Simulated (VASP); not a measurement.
A run of VASP 6.6.1 is set up as follows.

The input INCAR:

```
SYSTEM = GaP
PREC     = Accurate       ! precision mode
ENCUT    = 500            ! plane-wave cutoff, eV
EDIFF    = 1E-6           ! SCF threshold, eV
ISMEAR   = 0              ! smearing method
SIGMA    = 0.02           ! smearing width, eV
LREAL    = .False.        ! projectors in reciprocal space
LASPH    = .True.         ! aspherical terms in the spheres
NELM     = 120            ! most SCF steps
ALGO     = Normal         ! electronic algorithm
ISIF     = 2              ! what is computed and relaxed
LWAVE    = .False.        ! write WAVECAR
LCHARG   = .False.        ! write CHGCAR
GGA      = PE             ! functional
NBANDS   = 16             ! bands
GGA_COMPAT= .False.
```

The input KPOINTS:

```
Automatic mesh
0
Gamma
  8 8 8
  0 0 0
```

File POSCAR:

```
GaP
1.0
    0.0000000000      2.8413890100      2.8413890100
    2.8413890100      0.0000000000      2.8413890100
    2.8413890100      2.8413890100      0.0000000000
Ga P
1 1
Direct
    0.0000000000      0.0000000000      0.0000000000
    0.2500000000      0.2500000000      0.2500000000
```

Potentials or basis: VASP PAW PBE potentials, release 64 (Ga_d, P).

Run with:

```bash
$ cat potpaw_PBE.64/Ga_d/POTCAR potpaw_PBE.64/P/POTCAR > POTCAR
$ mpirun -np 1 vasp_std > vasp.out
```

Question: Estimate the pressure.

Answer: -5.9 GPa.

Question: Predict the band gap on the k mesh.

Answer: 0.82 eV, direct.

 A k mesh can miss the band edges.
